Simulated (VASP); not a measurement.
# Bi2Se3 (R-3m) in VASP: a series of runs

Bi2Se3 is run at these levels: PBEsol; tasks: single point.

Everything below comes from runs of VASP 6.6.1. Logs are shortened: lines on timing, memory, paths and dates and some standing lists are left out, and cuts for length are marked.

## Step 1: The cell of the first run

The structure is trigonal, space group R-3m (No. 166). Conventional cell: a = 3.796 Å, b = 3.796 Å, c = 34.109 Å, α = 90.00°, β = 90.00°, γ = 120.00°. Bi (site symmetry 3m) has 6 Se at 2.87 to 3.18 Å and 6 Bi at 3.80 Å within 3.8 Å. Within 4.2 Å of Se (site symmetry -3m) lie 6 Bi at 3.18 Å and 6 Se at 3.80 Å. Within 3.8 Å of Se (site symmetry 3m) lie 3 Bi at 2.87 Å and 9 Se at 3.77 to 3.80 Å.

## Step 2: Single point, PBEsol

The input, INCAR:

```
  PREC = Accurate
  ENCUT = 520
  EDIFF = 1E-6
  ISMEAR = 0
  SIGMA = 0.03
  LREAL = F
  LASPH = T
  NELM = 80
  ALGO = Normal
  ISIF = 2
  LWAVE = F
  LCHARG = F
  GGA = PS
  NBANDS = 32
```

The input, KPOINTS:

```
regular mesh
0
Gamma
  12 12 12
```

The input, POSCAR:

```
Bi2Se3
1.0
    1.8980326232      1.0958296459     11.3698093442
   -1.8980326232      1.0958296459     11.3698093442
    0.0000000000     -2.1916592919     11.3698093442
Bi Se
2 3
Direct
    0.4008000000      0.4008000000      0.4008000000
    0.5992000000      0.5992000000      0.5992000000
    0.0000000000      0.0000000000      0.0000000000
    0.2117000000      0.2117000000      0.2117000000
    0.7883000000      0.7883000000      0.7883000000
```

Potentials or basis: VASP PAW PBE potentials, release 64 (Bi_d, Se).

On the command line:

```bash
$ cat potpaw_PBE.64/Bi_d/POTCAR potpaw_PBE.64/Se/POTCAR > POTCAR
$ mpirun -np 1 vasp_std > vasp.out
```

OUTCAR:

```text
PREC = Accurate
   ENCUT = 520
   EDIFF = 1E-6
   ISMEAR = 0
   LREAL = F
   LASPH = T
   NELM = 80
   ISIF = 2
   GGA = PS

 ion  position               nearest neighbor table
   1  0.401  0.401  0.401-   5 2.87   5 2.87   5 2.87   3 3.18   3 3.18   3 3.18
   2  0.599  0.599  0.599-   4 2.87   4 2.87   4 2.87   3 3.18   3 3.18   3 3.18
   3  0.000  0.000  0.000-   2 3.18   1 3.18   2 3.18   2 3.18   1 3.18   1 3.18
   4  0.212  0.212  0.212-   2 2.87   2 2.87   2 2.87
   5  0.788  0.788  0.788-   1 2.87   1 2.87   1 2.87

  LATTYP: Found a trigonal (rhomboedric) cell.
 ALAT       =    11.5791163296
 COS(alpha) =     0.9462613803

  Lattice vectors:

 A1 = (   1.8980326232,   1.0958296459,  11.3698093442)
 A2 = (  -1.8980326232,   1.0958296459,  11.3698093442)
 A3 = (   0.0000000000,  -2.1916592919,  11.3698093442)

Analysis of symmetry for initial positions (statically):
=====================================================================
 Subroutine PRICEL returns:
 Original cell was already a primitive cell.

 Routine SETGRP: Setting up the symmetry group for a
 trigonal (rhombohedral) supercell.

 Subroutine GETGRP returns: Found 12 space group operations
 (whereof 12 operations were pure point group operations)
 out of a pool of 12 trial point group operations.

The static configuration has the point symmetry D_3d.

Analysis of symmetry for dynamics (positions and initial velocities):
=====================================================================
 Subroutine PRICEL returns:
 Original cell was already a primitive cell.

 Routine SETGRP: Setting up the symmetry group for a
 trigonal (rhombohedral) supercell.

 Subroutine GETGRP returns: Found 12 space group operations
 (whereof 12 operations were pure point group operations)
 out of a pool of 12 trial point group operations.

The dynamic configuration has the point symmetry D_3d.

 Subroutine INISYM returns: Found 12 space group operations
 (whereof 12 operations are pure point group operations),
 and found     1 'primitive' translations

----------------------------------------------------------------------------------------

                                     Primitive cell

  volume of cell :     141.8898

  direct lattice vectors                    reciprocal lattice vectors
     1.898032623  1.095829646 11.369809344     0.263430667  0.152091767  0.029317407
    -1.898032623  1.095829646 11.369809344    -0.263430667  0.152091767  0.029317407
     0.000000000 -2.191659292 11.369809344     0.000000000 -0.304183533  0.029317407

  length of vectors
    11.579116330 11.579116330 11.579116330     0.305593083  0.305593083  0.305593083

  position of ions in fractional coordinates (direct lattice)
     0.400800000  0.400800000  0.400800000
     0.599200000  0.599200000  0.599200000
     0.000000000  0.000000000  0.000000000
     0.211700000  0.211700000  0.211700000
     0.788300000  0.788300000  0.788300000

  ion indices of the primitive-cell ions
   primitive index   ion index
                 1           1
                 2           2
                 3           3
                 4           4
                 5           5

----------------------------------------------------------------------------------------

 KPOINTS: regular mesh

Automatic generation of k-mesh.
 Grid dimensions read from file:
 generate k-points for:   12   12   12

 Generating k-lattice:

  Cartesian coordinates                     Fractional coordinates (reciprocal lattice)
     0.021952556  0.012674314  0.002443117     0.083333333  0.000000000 -0.000000000
    -0.021952556  0.012674314  0.002443117     0.000000000  0.083333333 -0.000000000
     0.000000000 -0.025348628  0.002443117    -0.000000000 -0.000000000  0.083333333

  Length of vectors
     0.025466090  0.025466090  0.025466090

  Shift w.r.t. Gamma in fractional coordinates (k-lattice)
     0.000000000  0.000000000  0.000000000

 Subroutine IBZKPT returns following result:
 ===========================================

 Found    189 irreducible k-points:

 Following reciprocal coordinates:
            Coordinates               Weight
  0.000000  0.000000  0.000000      1.000000
  0.083333  0.000000 -0.000000      6.000000
  0.166667  0.000000 -0.000000      6.000000
  0.250000  0.000000  0.000000      6.000000
  0.333333  0.000000 -0.000000      6.000000
  0.416667  0.000000 -0.000000      6.000000
[... 16 lines left out ...]
  0.500000  0.166667 -0.000000     12.000000
 -0.416667  0.166667  0.000000     12.000000
 [... further k-points ...]
   k-points           NKPTS =    189   k-points in BZ     NKDIM =    189   number of bands    NBANDS=     32
   number of dos      NEDOS =    301   number of ions     NIONS =      5
   total plane-waves  NPLWV = 729000
   dimension x,y,z NGX =    90 NGY =   90 NGZ =   90
   dimension x,y,z NGXF=   180 NGYF=  180 NGZF=  180
   ions per type =               2   3
   NGX,Y,Z   is equivalent  to a cutoff of  12.92, 12.92, 12.92 a.u.
   NGXF,Y,Z  is equivalent  to a cutoff of  25.84, 25.84, 25.84 a.u.
 SYSTEM =  unknown system
   PREC   = accura    normal or accurate (medium, high low for compatibility)
   ISTART =      0    job   : 0-new  1-cont  2-samecut
   ICHARG =      2    charge: 1-file 2-atom 10-const
   ISPIN  =      1    spin polarized calculation?
   LNONCOLLINEAR =      F non collinear calculations
   LSORBIT =      F    spin-orbit coupling
   LASPH  =      T    aspherical Exc in radial PAW
   ENCUT  =  520.0 eV  38.22 Ry    6.18 a.u.  21.53 21.53 21.53*2*pi/ulx,y,z
   NELM   =     80;   NELMIN=  2; NELMDL= -5     # of ELM steps
   EDIFF  = 0.1E-05   stopping-criterion for ELM
   LREAL  =      F    real-space projection
   EDIFFG = 0.1E-04   stopping-criterion for IOM
   NSW    =      0    number of steps for IOM
   IBRION =     -1    ionic relax: 0-MD 1-quasi-New 2-CG
   NFREE  =      0    steps in history (QN), initial steepest desc. (CG)
   ISIF   =      2    stress and relaxation
   ISYM   =      2    0-nonsym 1-usesym 2-fastsym
   POTIM  = 0.5000    time-step for ionic-motion
   TEBEG  =    0.0;   TEEND  =   0.0 temperature during run
   PSTRESS=    0.0 pullay stress
   NELECT =      48.0000    total number of electrons
   NUPDOWN=      -1.0000    fix difference up-down
   EMIN   =  10.00;   EMAX   =-10.00  energy-range for DOS
   EFERMI =   0.00;   METHOD = LEGACY
   ISMEAR =     0;   SIGMA  =   0.03  broadening in eV -4-tet -1-fermi 0-gaus
   EFERMI_NEDOS =   21; number of points for ismear=-14 and -15
   IALGO  =     38    algorithm
   IMIX   =      4    mixing-type and parameters
     AMIX     =   0.40;   BMIX     =  1.00
     AMIX_MAG =   1.60;   BMIX_MAG =  1.00
  volume/ion in A,a.u.               =      28.38       191.50
  Fermi-wavevector in a.u.,A,eV,Ry     =   1.140700  2.155611 17.703860  1.301197
  Thomas-Fermi vector in A             =   2.277402
   LORBIT       =      0    0 simple, 1 ext, 2 COOP (PROOUT), +10 PAW based schemes
   GGA     = PS    functional components
   LHFCALC =     F    Hartree Fock is set to
   AEXX    =    0.0000 exact exchange contribution
   IVDW    =     0    specifies the selected vdW correction
   LEPSILON=     F    determine dielectric tensor
   LRPA    =     F    only Hartree local field effects (RPA)
 non-spin polarized calculation
 Gauss-broadening in eV      SIGMA  =   0.03
  energy-cutoff  :      520.00
  volume of cell :      141.89
 maximum number of plane-waves:      3845
 NGX is ok and might be reduce to    90

 number of electron      47.9999995 magnetization

 Free energy of the ion-electron system (eV)
  ---------------------------------------------------
  ext. energy  EPLUGINS =         0.00000000
  ---------------------------------------------------
  free energy    TOTEN  =       -21.05554389 eV

  energy without entropy =      -21.05484274  energy(sigma->0) =      -21.05519331

 E-fermi :   4.8919     XC(G=0):  -9.6979

 val. band max:        4.8890082841   @ k =  -0.3333   0.4167   0.0833
 cond. band min:       4.8931358272   @ k =   0.0833   0.0000  -0.0000
 fundamental gap:      0.0041275431
 Fermi energy:         4.8919428748

 k-point     1 :       0.0000    0.0000    0.0000
  band No.  band energies     occupation
      1     -18.3717      2.00000
      2     -18.3717      2.00000
      3     -18.3715      2.00000
      4     -18.3715      2.00000
      5     -18.3109      2.00000
      6     -18.3092      2.00000
[... 24 lines left out ...]
     31      10.3441      0.00000
     32      11.9954      0.00000

 k-point     2 :       0.0833    0.0000   -0.0000
  band No.  band energies     occupation
      1     -18.3724      2.00000
      2     -18.3722      2.00000
      3     -18.3673      2.00000
      4     -18.3671      2.00000
      5     -18.3084      2.00000
      6     -18.3067      2.00000
[... 24 lines left out ...]
     31      10.6824      0.00000
     32      11.7732      0.00000

 k-point     3 :       0.1667    0.0000   -0.0000
  band No.  band energies     occupation
      1     -18.3748      2.00000
      2     -18.3745      2.00000
      3     -18.3554      2.00000
      4     -18.3552      2.00000
      5     -18.3011      2.00000
      6     -18.2994      2.00000
[... 24 lines left out ...]
     31      10.5991      0.00000
     32      11.5825      0.00000

 k-point     4 :       0.2500    0.0000    0.0000
  band No.  band energies     occupation
      1     -18.3789      2.00000
      2     -18.3785      2.00000
      3     -18.3390      2.00000
      4     -18.3388      2.00000
      5     -18.3038      2.00000
      6     -18.3024      2.00000
[... 654 lines left out ...]
     31      10.7177      0.00000
     32      11.2099      0.00000

 k-point    23 :       0.5000    0.1667   -0.0000
  band No.  band energies     occupation
      1     -18.3728      2.00000
      2     -18.3723      2.00000
      3     -18.3219      2.00000
      4     -18.3217      2.00000
      5     -18.3164      2.00000
      6     -18.3149      2.00000
[... 24 lines left out ...]
     31      10.6047      0.00000
     32      10.7198      0.00000

 k-point    24 :      -0.4167    0.1667    0.0000
  band No.  band energies     occupation
      1     -18.3731      2.00000
      2     -18.3726      2.00000
      3     -18.3211      2.00000
      4     -18.3203      2.00000
      5     -18.3152      2.00000
      6     -18.3139      2.00000
[... 24 lines left out ...]
     31      10.4381      0.00000
     32      10.7137      0.00000

 [... further k-points ...]

------------------------ aborting loop because EDIFF is reached ----------------------------------------

  FORCE on cell =-STRESS in cart. coord.  units (eV):
  Direction    XX          YY          ZZ          XY          YZ          ZX
  --------------------------------------------------------------------------------------
  -------------------------------------------------------------------------------------
  Total        3.2288008      3.2288008     -8.9156929      0.0000000      0.0000000      0.0000000
  in kB       36.4586586     36.4586586   -100.6733527      0.0000000      0.0000000      0.0000000
  external PRESSURE =      -9.2520118 kB  Pullay stress =       0.0000000 kB

 VOLUME and BASIS-vectors are now :
 -----------------------------------------------------------------------------
  energy-cutoff  :      520.00
  volume of cell :      141.89
      direct lattice vectors                 reciprocal lattice vectors
     1.898032623  1.095829646 11.369809344     0.263430667  0.152091767  0.029317407
    -1.898032623  1.095829646 11.369809344    -0.263430667  0.152091767  0.029317407
     0.000000000 -2.191659292 11.369809344     0.000000000 -0.304183533  0.029317407

 POSITION                                       TOTAL-FORCE (eV/Angst)
 -----------------------------------------------------------------------------------
      0.00000     -0.00000     13.67106         0.000000      0.000000     -0.133104
      0.00000     -0.00000     20.43837         0.000000     -0.000000      0.133104
      0.00000      0.00000      0.00000        -0.000000      0.000000     -0.000000
      0.00000     -0.00000      7.22097         0.000000     -0.000000      0.890698
      0.00000     -0.00000     26.88846         0.000000      0.000000     -0.890698
 -----------------------------------------------------------------------------------
    total drift:                               -0.000000     -0.000000      0.000000

  FREE ENERGIE OF THE ION-ELECTRON SYSTEM (eV)
  ---------------------------------------------------
  free  energy   TOTEN  =       -21.0555438900 eV

  energy  without entropy=      -21.0548427372  energy(sigma->0) =      -21.05519331
```

Wall time 77 min (1 thread of Intel Xeon 6975P-C (Granite Rapids), shared host); peak memory 1.7 GiB.

What came out:

```yaml
Free_energy: -21.0555 eV
Pressure: -0.9 GPa
Largest_force: 0.891 eV/Å
Band_gap_on_the_k_mesh: zero (bands 24 and 25 overlap by 0.26 eV)
```

Forces on the atoms (eV/Å):
```
Bi   0.000  0.000 -0.133
Bi   0.000  0.000  0.133
Se   0.000  0.000  0.000
Se   0.000  0.000  0.891
Se   0.000  0.000 -0.891
```

Stress tensor (GPa, compression positive):
```
  3.65   0.00   0.00
  0.00   3.65   0.00
  0.00   0.00 -10.07
```

Caveat: the stress differs along the axes, from -10 to 4 GPa; the PAW data sets were made with another functional, which shifts forces and pressure a little; spin-orbit coupling is left out, which moves the levels of the heavy elements.

## Step 3: Single point, PBEsol

This run uses another cell than the first one, of the same volume but with other edges.

The input, INCAR:

```
PREC = Accurate
ENCUT = 520
EDIFF = 1E-6
ISMEAR = 0
SIGMA = 0.03
LREAL = F
LASPH = T
NELM = 100
ALGO = Normal
ISIF = 2
LWAVE = F
LCHARG = F
GGA = PS
NBANDS = 32
```

KPOINTS is that of step 2.

Changes to POSCAR since step 2:

```diff
@@ -2,5 +2,5 @@
 1.0
-    1.8980326232      1.0958296459     11.3698093442
-   -1.8980326232      1.0958296459     11.3698093442
-    0.0000000000     -2.1916592919     11.3698093442
+    2.2314549727      1.2883311292      8.2259160319
+   -2.2314549727      1.2883311292      8.2259160319
+    0.0000000000     -2.5766622584      8.2259160319
 Bi Se
```

Potentials or basis: VASP PAW PBE potentials, release 64 (Bi_d, Se).

On the command line:

```bash
$ cat potpaw_PBE.64/Bi_d/POTCAR potpaw_PBE.64/Se/POTCAR > POTCAR
$ mpirun -np 1 vasp_std > vasp.out
```

Run time: 57 min. Hardware: 1 thread of Intel Xeon 8259CL, shared host; peak memory 1.1 GiB.

Results (log left out):

```yaml
Free_energy: -21.5931 eV
Pressure: -1.5 GPa
Largest_force: 0.225 eV/Å
Band_gap_on_the_k_mesh: zero (bands 24 and 25 overlap by 0.31 eV)
```

Forces in eV/Å, atoms in the order of the input:
```
Bi   0.000  0.000  0.078
Bi   0.000  0.000 -0.078
Se   0.000  0.000  0.000
Se   0.000  0.000 -0.225
Se   0.000  0.000  0.225
```

Stress tensor (GPa, compression positive):
```
-3.29  0.00  0.00
 0.00 -3.29  0.00
 0.00  0.00  2.04
```

Levels at points of the mesh, in eV from the Fermi level:
| k point | band 20 | band 21 | band 22 | band 23 | band 24 | band 25 | band 26 | band 27 | band 28 | band 29 |
| --- | --- | --- | --- | --- | --- | --- | --- | --- | --- | --- |
| (0.00, 0.00, 0.00) | -2.12 | -1.60 | -1.60 | -1.58 | -0.51 | -0.22 | 0.65 | 0.65 | 1.76 | 2.91 |
| (0.50, 0.00, 0.00) | -2.82 | -2.35 | -1.50 | -1.03 | -0.32 | 0.66 | 2.03 | 2.85 | 3.95 | 4.46 |
| (0.50, 0.50, 0.00) | -2.57 | -2.05 | -1.83 | -1.70 | 0.07 | 1.50 | 2.90 | 2.94 | 2.99 | 3.79 |
| (0.50, 0.50, 0.50) | -2.04 | -2.00 | -2.00 | -1.44 | -0.67 | 0.09 | 1.31 | 1.31 | 1.32 | 2.18 |

Caveat: the stress differs along the axes, from -3 to 2 GPa; the PAW data sets were made with another functional, which shifts forces and pressure a little; spin-orbit coupling is left out, which moves the levels of the heavy elements.

## Step 4: Single point, PBEsol

This run uses another cell than the first one, of the same volume but with other edges.

The input, INCAR:

```
ALGO = Normal
EDIFF = 1E-7
ENCUT = 520
GGA = PS
ISIF = 2
ISMEAR = 0
LASPH = True
LCHARG = False
LREAL = False
LWAVE = False
NBANDS = 32
NELM = 80
PREC = Accurate
SIGMA = 0.03
```

The input, KPOINTS:

```
k-points
0
Gamma
  12 12 12
```

Changes to POSCAR since step 3:

```diff
@@ -2,5 +2,5 @@
 1.0
-    2.2314549727      1.2883311292      8.2259160319
-   -2.2314549727      1.2883311292      8.2259160319
-    0.0000000000     -2.5766622584      8.2259160319
+    2.0380821743      1.1766872919      9.8609134446
+   -2.0380821743      1.1766872919      9.8609134446
+    0.0000000000     -2.3533745839      9.8609134446
 Bi Se
```

On the command line:

```bash
$ cat potpaw_PBE.64/Bi_d/POTCAR potpaw_PBE.64/Se/POTCAR > POTCAR
$ mpirun -np 1 vasp_std > vasp.out
```

Wall time 45 min (1 thread of Intel Xeon 6975P-C (Granite Rapids), shared host); peak memory 1.4 GiB.

The run converged. Its results:

```yaml
Free_energy: -22.0202 eV
Pressure: -0.3 GPa
Largest_force: 0.203 eV/Å
Band_gap_on_the_k_mesh: 0.29 eV
```

Forces in eV/Å, atoms in the order of the input:
```
Bi   0.000  0.000 -0.203
Bi   0.000  0.000  0.203
Se   0.000  0.000  0.000
Se   0.000  0.000  0.055
Se   0.000  0.000 -0.055
```

Stress tensor (GPa, compression positive):
```
 0.42  0.00  0.00
 0.00  0.42  0.00
 0.00  0.00 -1.60
```

Levels at points of the mesh, in eV from the valence-band top:
```tsv
k point	band 22	band 23	band 24	band 25	band 26	band 27
(0.00, 0.00, 0.00)	-1.11	-1.11	0.00	0.29	1.49	1.49
(0.50, 0.00, 0.00)	-2.35	-1.26	-0.69	0.72	1.83	2.75
(0.50, 0.50, 0.00)	-1.94	-1.60	-1.31	1.04	1.75	2.44
(0.50, 0.50, 0.50)	-1.24	-1.24	-0.57	0.70	1.75	1.75
```

Caveat: the PAW data sets were made with another functional, which shifts forces and pressure a little; spin-orbit coupling is left out, which moves the levels of the heavy elements. A k mesh can miss the band edges.

## Step 5: Summary

```tsv
cell	gap on the mesh (eV)	pressure (GPa)	largest force (eV/Å)
a = 11.579 Å, angles 18.9°, 5 atoms	none	-0.9	0.89
a = 8.620 Å, angles 30.0°, 5 atoms	none	-1.5	0.22
a = 10.138 Å, angles 23.2°, 5 atoms	0.29	-0.3	0.20
```

Alike in all rows: task single point; level PBEsol; potentials or basis VASP PAW PBE potentials, release 64 (Bi_d, Se); no spin polarisation; k mesh 12 × 12 × 12; cutoff (eV) 520; smearing gaussian 0.03 eV.

Caveats: the PAW data sets were made with another functional, which shifts forces and pressure a little; spin-orbit coupling is left out, which moves the levels of the heavy elements; the stress differs along the axes, from -10 to 4 GPa (at least some runs); the stress differs along the axes, from -3 to 2 GPa (at least some runs).

Absolute energies hang on the potentials; compare differences alone.
